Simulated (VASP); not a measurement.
# Tl12O (a cell with a defect) in VASP: single point with PBE

Aim: the single point of Tl12O (a cell with a defect) with PBE.

Everything below comes from runs of VASP 6.6.1. Logs are shortened: lines on timing, memory, paths and dates and some standing lists are left out, and cuts for length are marked.

### Step 1. The cell of the first run

The cell holds a defect, 13 atoms: a = 6.920 Å, b = 10.380 Å, c = 5.533 Å, α = 90.00°, β = 90.00°, γ = 120.00°.

### Step 2. Single point, PBE

INCAR

```
  ALGO = Normal
  EDIFF = 1E-6
  ENCUT = 520
  GGA = PE
  ISIF = 2
  ISMEAR = 0
  LASPH = True
  LCHARG = False
  LREAL = False
  LWAVE = False
  NBANDS = 93
  NELM = 60
  PREC = Accurate
  SIGMA = 0.1
```

KPOINTS

```
k-points
0
Gamma
  3 2 3
```

POSCAR

```
Tl12O
1.0
    6.9200000000      0.0000000000      0.0000000000
   -5.1900000000      8.9893440000      0.0000000000
    0.0000000000      0.0000000000      5.5325400000
Tl O
12 1
Direct
   -0.0021405155      0.0064849003      0.0081114642
    0.1469397757      0.2256154620      0.4969048574
   -0.0447998929      0.3331057305     -0.0619867186
    0.2004165636      0.5898850906      0.5365501198
   -0.0026542469      0.6730357632      0.0195094839
    0.1441705038      0.8835641399      0.5132421998
    0.4960515593     -0.0019576512      0.0034833910
    0.6084109460      0.2162400282      0.4920215669
    0.4768913198      0.3475286962      0.0042445242
    0.6655510789      0.5630320744      0.5229809455
    0.4988068648      0.6709646444      0.0324241668
    0.6734299986      0.9102798825      0.5079616234
    0.9763845761      0.3610069878      0.3486911979
```

Potentials or basis: VASP PAW PBE potentials, release 64 (Tl_d, O).

Launch:

```console
$ cat potpaw_PBE.64/Tl_d/POTCAR potpaw_PBE.64/O/POTCAR > POTCAR
$ mpirun -np 1 vasp_std > vasp.out
```

OUTCAR:

```text
EDIFF = 1E-6
   ENCUT = 520
   GGA = PE
   ISIF = 2
   ISMEAR = 0
   LASPH = True
   LREAL = False
   NELM = 60
   PREC = Accurate

 ion  position               nearest neighbor table
   1  0.998  0.006  0.008-   2 3.35   6 3.38  12 3.38  12 3.38   6 3.43   7 3.43   9 3.43   2 3.45
                             5 3.46  11 3.47   7 3.49   3 3.57
   2  0.147  0.226  0.497-  13 2.39   3 3.23   8 3.24  12 3.28   1 3.35   9 3.37   9 3.44   1 3.45
                             6 3.54  10 3.55   4 3.62   8 3.68   3 3.75
   3  0.955  0.333  0.938-  13 2.29   4 3.22   8 3.23   2 3.23   7 3.36   9 3.41   5 3.42   9 3.56
                             1 3.57  11 3.68   8 3.70   2 3.75   4 4.05
   4  0.200  0.590  0.537-  13 2.33   3 3.22   6 3.26  11 3.28  12 3.30  11 3.32   5 3.33  10 3.37
                             5 3.48  10 3.57   2 3.62   8 4.00   3 4.05
   5  0.997  0.673  0.020-   6 3.32   4 3.33   6 3.38  10 3.39   7 3.41   3 3.42  10 3.42  11 3.44
                             1 3.46   4 3.48  11 3.48   9 3.50
   6  0.144  0.884  0.513-   4 3.26  10 3.32   5 3.32   8 3.34   5 3.38   1 3.38  12 3.40   1 3.43
                             7 3.44   7 3.52  12 3.53   2 3.54
   7  0.496  0.998  0.003-  12 3.31  12 3.35   3 3.36   8 3.36  11 3.41   5 3.41   1 3.43   6 3.44
                             8 3.46   1 3.49   6 3.52   9 3.70
   8  0.608  0.216  0.492-  13 2.35   3 3.23   2 3.24   6 3.34   9 3.35   7 3.36  10 3.42  12 3.42
                             9 3.46   7 3.46   2 3.68   3 3.70   4 4.00
   9  0.477  0.348  0.004-  11 3.29  10 3.30   8 3.35   2 3.37   3 3.41   1 3.43   2 3.44   8 3.46
                            10 3.47   5 3.50   3 3.56   7 3.70
  10  0.666  0.563  0.523-   9 3.30   6 3.32  11 3.35   4 3.37   5 3.39   5 3.42   8 3.42  11 3.44
                             9 3.47   2 3.55   4 3.57  12 3.58
  11  0.499  0.671  0.032-   4 3.28   9 3.29   4 3.32  10 3.35  12 3.40   7 3.41  10 3.44   5 3.44
                             1 3.47   5 3.48  12 3.61   3 3.68
  12  0.673  0.910  0.508-   2 3.28   4 3.30   7 3.31   7 3.35   1 3.38   1 3.38  11 3.40   6 3.40
                             8 3.42   6 3.53  10 3.58  11 3.61
  13  0.976  0.361  0.349-   3 2.29   4 2.33   8 2.35   2 2.39

  LATTYP: Found a simple monoclinic cell.
 ALAT       =     6.9200000000
 B/A-ratio  =     0.7995000000
 C/A-ratio  =     1.3228756993
 COS(beta)  =    -0.1889822302

  Lattice vectors:

 A1 = (   6.9200000000,   0.0000000000,   0.0000000000)
 A2 = (   0.0000000000,   0.0000000000,   5.5325400000)
 A3 = (  -1.7300000000,  -8.9893440000,   0.0000000000)

Analysis of symmetry for initial positions (statically):
=====================================================================
 Subroutine PRICEL returns:
 Original cell was already a primitive cell.

 Routine SETGRP: Setting up the symmetry group for a
 simple monoclinic supercell.

 Subroutine GETGRP returns: Found  1 space group operations
 (whereof  1 operations were pure point group operations)
 out of a pool of  4 trial point group operations.

The static configuration has the point symmetry C_1 .

Analysis of symmetry for dynamics (positions and initial velocities):
=====================================================================
 Subroutine PRICEL returns:
 Original cell was already a primitive cell.

 Routine SETGRP: Setting up the symmetry group for a
 simple monoclinic supercell.

 Subroutine GETGRP returns: Found  1 space group operations
 (whereof  1 operations were pure point group operations)
 out of a pool of  4 trial point group operations.

The dynamic configuration has the point symmetry C_1 .

 Subroutine INISYM returns: Found  1 space group operations
 (whereof  1 operations are pure point group operations),
 and found     1 'primitive' translations

----------------------------------------------------------------------------------------

                                     Primitive cell

  volume of cell :     344.1586

  direct lattice vectors                    reciprocal lattice vectors
     6.920000000  0.000000000  0.000000000     0.144508671  0.083432117  0.000000000
    -5.190000000  8.989344000  0.000000000     0.000000000  0.111242823  0.000000000
     0.000000000  0.000000000  5.532540000     0.000000000  0.000000000  0.180748806

  length of vectors
     6.920000000 10.380000267  5.532540000     0.166864238  0.111242823  0.180748806
[... 69 lines left out ...]
|                                                                             |
 -----------------------------------------------------------------------------

 Subroutine IBZKPT returns following result:
 ===========================================

 Found     10 irreducible k-points:

 Following reciprocal coordinates:
            Coordinates               Weight
  0.000000  0.000000  0.000000      1.000000
  0.333333  0.000000  0.000000      2.000000
  0.000000  0.500000  0.000000      1.000000
  0.333333  0.500000  0.000000      2.000000
  0.000000  0.000000  0.333333      2.000000
  0.333333  0.000000  0.333333      2.000000
 -0.333333  0.000000  0.333333      2.000000
  0.000000  0.500000  0.333333      2.000000
  0.333333  0.500000  0.333333      2.000000
 -0.333333  0.500000  0.333333      2.000000
   k-points           NKPTS =     10   k-points in BZ     NKDIM =     10   number of bands    NBANDS=     93
   number of dos      NEDOS =    301   number of ions     NIONS =     13
   total plane-waves  NPLWV = 181440
   dimension x,y,z NGX =    54 NGY =   80 NGZ =   42
   dimension x,y,z NGXF=   108 NGYF=  160 NGZF=   84
   ions per type =              12   1
   NGX,Y,Z   is equivalent  to a cutoff of  12.97, 12.81, 12.62 a.u.
   NGXF,Y,Z  is equivalent  to a cutoff of  25.95, 25.63, 25.24 a.u.
 SYSTEM =  unknown system
   PREC   = accura    normal or accurate (medium, high low for compatibility)
   ISTART =      0    job   : 0-new  1-cont  2-samecut
   ICHARG =      2    charge: 1-file 2-atom 10-const
   ISPIN  =      1    spin polarized calculation?
   LNONCOLLINEAR =      F non collinear calculations
   LSORBIT =      F    spin-orbit coupling
   LASPH  =      T    aspherical Exc in radial PAW
   ENCUT  =  520.0 eV  38.22 Ry    6.18 a.u.  12.87 19.30 10.29*2*pi/ulx,y,z
   NELM   =     60;   NELMIN=  2; NELMDL= -5     # of ELM steps
   EDIFF  = 0.1E-05   stopping-criterion for ELM
   LREAL  =      F    real-space projection
   EDIFFG = 0.1E-04   stopping-criterion for IOM
   NSW    =      0    number of steps for IOM
   IBRION =     -1    ionic relax: 0-MD 1-quasi-New 2-CG
   NFREE  =      0    steps in history (QN), initial steepest desc. (CG)
   ISIF   =      2    stress and relaxation
   ISYM   =      2    0-nonsym 1-usesym 2-fastsym
   POTIM  = 0.5000    time-step for ionic-motion
   TEBEG  =    0.0;   TEEND  =   0.0 temperature during run
   PSTRESS=    0.0 pullay stress
   NELECT =     162.0000    total number of electrons
   NUPDOWN=      -1.0000    fix difference up-down
   EMIN   =  10.00;   EMAX   =-10.00  energy-range for DOS
   EFERMI =   0.00;   METHOD = LEGACY
   ISMEAR =     0;   SIGMA  =   0.10  broadening in eV -4-tet -1-fermi 0-gaus
   EFERMI_NEDOS =   21; number of points for ismear=-14 and -15
   IALGO  =     38    algorithm
   IMIX   =      4    mixing-type and parameters
     AMIX     =   0.40;   BMIX     =  1.00
     AMIX_MAG =   1.60;   BMIX_MAG =  1.00
  volume/ion in A,a.u.               =      26.47       178.65
  Fermi-wavevector in a.u.,A,eV,Ry     =   1.273484  2.406536 22.065417  1.621762
  Thomas-Fermi vector in A             =   2.406305
   LORBIT       =      0    0 simple, 1 ext, 2 COOP (PROOUT), +10 PAW based schemes
   GGA     = PE    functional components
   LHFCALC =     F    Hartree Fock is set to
   AEXX    =    0.0000 exact exchange contribution
   IVDW    =     0    specifies the selected vdW correction
   LEPSILON=     F    determine dielectric tensor
   LRPA    =     F    only Hartree local field effects (RPA)
 non-spin polarized calculation
 Gauss-broadening in eV      SIGMA  =   0.10
  energy-cutoff  :      520.00
  volume of cell :      344.16
 maximum number of plane-waves:      9300
 NGX is ok and might be reduce to    54
   NGX = 25   NGY = 39   NGZ = 21

 number of electron     162.0000002 magnetization

 Free energy of the ion-electron system (eV)
  ---------------------------------------------------
  ext. energy  EPLUGINS =         0.00000000
  ---------------------------------------------------
  free energy    TOTEN  =       -32.22216816 eV

  energy without entropy =      -32.19680923  energy(sigma->0) =      -32.20948869

 E-fermi :   6.6868     XC(G=0): -10.2896

 val. band max:        6.6447771648   @ k =   0.3333   0.5000   0.3333
 cond. band min:       6.6902145711   @ k =   0.3333   0.0000   0.3333
 fundamental gap:      0.0454374063
 Fermi energy:         6.6868370174

 k-point     1 :       0.0000    0.0000    0.0000
  band No.  band energies     occupation
      1     -11.3763      2.00000
      2      -5.2706      2.00000
      3      -5.2415      2.00000
      4      -5.1877      2.00000
      5      -5.1859      2.00000
      6      -5.1579      2.00000
[... 949 lines left out ...]
     92      10.1939      0.00000
     93      10.2906      0.00000

------------------------ aborting loop because EDIFF is reached ----------------------------------------

  FORCE on cell =-STRESS in cart. coord.  units (eV):
  Direction    XX          YY          ZZ          XY          YZ          ZX
  --------------------------------------------------------------------------------------
  -------------------------------------------------------------------------------------
  Total       10.4044410     10.0370323      8.6970851     -0.4622717      0.5498007     -0.1424591
  in kB       48.4362686     46.7258540     40.4879366     -2.1520345      2.5595124     -0.6631961
  external PRESSURE =      45.2166864 kB  Pullay stress =       0.0000000 kB

 VOLUME and BASIS-vectors are now :
 -----------------------------------------------------------------------------
  energy-cutoff  :      520.00
  volume of cell :      344.16
      direct lattice vectors                 reciprocal lattice vectors
     6.920000000  0.000000000  0.000000000     0.144508671  0.083432117  0.000000000
    -5.190000000  8.989344000  0.000000000     0.000000000  0.111242823  0.000000000
     0.000000000  0.000000000  5.532540000     0.000000000  0.000000000  0.180748806

 POSITION                                       TOTAL-FORCE (eV/Angst)
 -----------------------------------------------------------------------------------
      6.87153      0.05829      0.04488        -0.008335     -0.000937     -0.009568
     -0.15412      2.02813      2.74915         0.017692     -0.011955      0.013663
      4.88117      2.99440      5.18960        -0.006931      0.009347      0.010306
     -1.67462      5.30268      2.96848         0.014170      0.020429     -0.006461
      3.40858      6.05015      0.10794         0.002099      0.000217     -0.014550
     -3.58804      7.94266      2.83953        -0.001870     -0.003145     -0.007029
     -1.74716      8.97175      0.01927        -0.004576      0.002716     -0.006109
      3.08792      1.94386      2.72213        -0.024134     -0.006587     -0.004554
      1.49641      3.12406      0.02348        -0.010491     -0.001402     -0.003950
      1.68348      5.06129      2.89341        -0.005586      0.005201     -0.009876
     -0.03056      6.03153      0.17939         0.002877     -0.002846     -0.021643
     -0.06422      8.18282      2.81032        -0.002930      0.003581     -0.009574
      4.88295      3.24522      1.92915         0.028015     -0.014620      0.069344
 -----------------------------------------------------------------------------------
    total drift:                               -0.000882     -0.000156      0.000228

  FREE ENERGIE OF THE ION-ELECTRON SYSTEM (eV)
  ---------------------------------------------------
  free  energy   TOTEN  =       -32.2221681598 eV

  energy  without entropy=      -32.1968092262  energy(sigma->0) =      -32.20948869
```

Wall time 9.3 min (1 thread of Intel Xeon 8259CL, shared host); peak memory 0.57 GiB.

Results:

```
Free energy            : -32.2222 eV
Pressure               : 4.5 GPa
Largest force          : 0.076 eV/Å
Band gap on the k mesh : zero (bands 81 and 82 overlap by 0.53 eV)
```

Forces in eV/Å, atoms in the order of the input:
```
Tl  -0.008 -0.001 -0.010
Tl   0.018 -0.012  0.014
Tl  -0.007  0.009  0.010
Tl   0.014  0.020 -0.006
Tl   0.002  0.000 -0.015
Tl  -0.002 -0.003 -0.007
Tl  -0.005  0.003 -0.006
Tl  -0.024 -0.007 -0.005
Tl  -0.010 -0.001 -0.004
Tl  -0.006  0.005 -0.010
Tl   0.003 -0.003 -0.022
Tl  -0.003  0.004 -0.010
O    0.028 -0.015  0.069
```

Stress tensor (GPa, compression positive):
```
 4.84 -0.22 -0.07
-0.22  4.67  0.26
-0.07  0.26  4.05
```

Caveat: the k points lie up to 0.38 Å⁻¹ apart, too coarse for converged energies and pressures of a metal; spin-orbit coupling is left out, which moves the levels of the heavy elements.
